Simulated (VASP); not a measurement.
Write the native input for VASP 6.6.1 that does the following.

| Item | Value |
| --- | --- |
| Task | single point |
| Functional | LDA |
| Potentials or basis | VASP PAW LDA potentials, release 64 (Li_sv, Nb_sv, O_h) |
| Cutoff | 910 eV |
| k mesh | 5 × 5 × 5 |
| Occupations | gaussian, width 0.01 eV |
| Spin | no spin polarisation |
| Dipole correction | no |
| Further INCAR settings | ALGO = Normal; EDIFF = 1e-06; NBANDS = 45 |

The structure of LiNbO3 lies in POSCAR:

```
LiNbO3
1.0
    2.6270998535      1.5167568076      4.6253000000
   -2.6270998535      1.5167568076      4.6253000000
    0.0000000000     -3.0335136152      4.6253000000
Li Nb O
2 2 6
Direct
    0.2995028222      0.2995028222      0.2995028222
    0.7995028222      0.7995028222      0.7995028222
    0.0145316202      0.0145316202      0.0145316202
    0.5145316202      0.5145316202      0.5145316202
    0.1406445497      0.3591733685      0.7363476395
    0.7363476395      0.1406445497      0.3591733685
    0.3591733685      0.7363476395      0.1406445497
    0.2363476395      0.8591733685      0.6406445497
    0.8591733685      0.6406445497      0.2363476395
    0.6406445497      0.2363476395      0.8591733685
```

One way to write it, as run:

INCAR

```
SYSTEM = LiNbO3
  ALGO = Normal
  EDIFF = 1E-6
  ENCUT = 910
  GGA = CA
  GGA_COMPAT = .FALSE.
  ISIF = 2
  ISMEAR = 0
  LASPH = .TRUE.
  LCHARG = .FALSE.
  LREAL = .FALSE.
  LWAVE = .FALSE.
  NBANDS = 45
  NELM = 120
  PREC = Accurate
  SIGMA = 0.01
```

KPOINTS

```
k-points
0
G
  5 5 5
  0 0 0
```

Potentials or basis: VASP PAW LDA potentials, release 64 (Li_sv, Nb_sv, O_h).

Launch:

```console
$ cat potpaw_LDA.64/Li_sv/POTCAR potpaw_LDA.64/Nb_sv/POTCAR potpaw_LDA.64/O_h/POTCAR > POTCAR
$ mpirun -np 1 vasp_std > vasp.out
```

It gave:

```
Pressure               : -8.4 GPa
Largest force          : 0.016 eV/Å
Band gap on the k mesh : 3.36 eV
```

Caveat: the cutoff is under 1.25 times the usual one of these potentials, so pressure, stress and relaxed cells hold a basis-set (Pulay) error; the cell stands under tension; an odd mesh through Γ misses points on the zone boundary, where band edges can lie.

It took 4.6 min on 1 thread of Intel(R) Xeon(R) Platinum 8488C (Sapphire Rapids) (shared host), peak memory 0.41 GiB.
